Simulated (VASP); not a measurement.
A run of VASP 6.6.1 is set up as follows.

POSCAR

```
InSb
1.0
    0.0000000000      3.2795130175      3.2795130175
    3.2795130175      0.0000000000      3.2795130175
    3.2795130175      3.2795130175      0.0000000000
In Sb
1 1
Direct
    0.0000000000      0.0000000000      0.0000000000
    0.2500000000      0.2500000000      0.2500000000
```

File INCAR.step1:

```
PREC     = Accurate       # precision mode
ENCUT    = 520            # plane-wave cutoff, eV
ISMEAR   = -1             # smearing method
SIGMA    = 0.02           # smearing width, eV
LREAL    = F              # projectors in reciprocal space
LASPH    = T              # aspherical terms in the spheres
NELM     = 100            # most SCF steps
NBANDS   = 16             # bands
GGA      = PE             # functional
ALGO     = Normal         # electronic algorithm
EDIFF    = 1E-4           # SCF threshold, eV
LWAVE    = T              # write WAVECAR
LCHARG   = F              # write CHGCAR
```

INCAR.step2

```
PREC     = Accurate       # precision mode
ENCUT    = 520            # plane-wave cutoff, eV
EDIFF    = 1E-6           # SCF threshold, eV
ISMEAR   = -1             # smearing method
SIGMA    = 0.02           # smearing width, eV
LREAL    = F              # projectors in reciprocal space
LASPH    = T              # aspherical terms in the spheres
NELM     = 100            # most SCF steps
ALGO     = Normal         # electronic algorithm
ISIF     = 2              # what is computed and relaxed
LWAVE    = F              # write WAVECAR
LCHARG   = T              # write CHGCAR
METAGGA  = R2SCAN         # meta-GGA
LMIXTAU  = T            
LELF     = T              # ELF
LVHAR    = T            
NBANDS   = 16             # bands
ISTART   = 1
```

The input KPOINTS:

```
regular mesh
0
Gamma
  6 6 6
```

Potentials or basis: VASP PAW PBE potentials, release 64 (In_d, Sb).

Launch:

```bash
$ cat potpaw_PBE.64/In_d/POTCAR potpaw_PBE.64/Sb/POTCAR > POTCAR
$ cp INCAR.step1 INCAR
$ mpirun -np 1 vasp_std > vasp.out
$ cp INCAR.step2 INCAR
$ mpirun -np 1 vasp_std > vasp.out
```

Question: Estimate the band gap on the k mesh.

Answer: 0.01 eV.

Question: What does it give for the pressure?

Answer: 0.0 GPa.

Caveat: the smearing spreads over this small gap; semilocal functionals underestimate gaps, and a narrow one can read as zero; the PAW data sets were made with another functional, which shifts forces and pressure a little; spin-orbit coupling is left out, which moves the levels of the heavy elements.
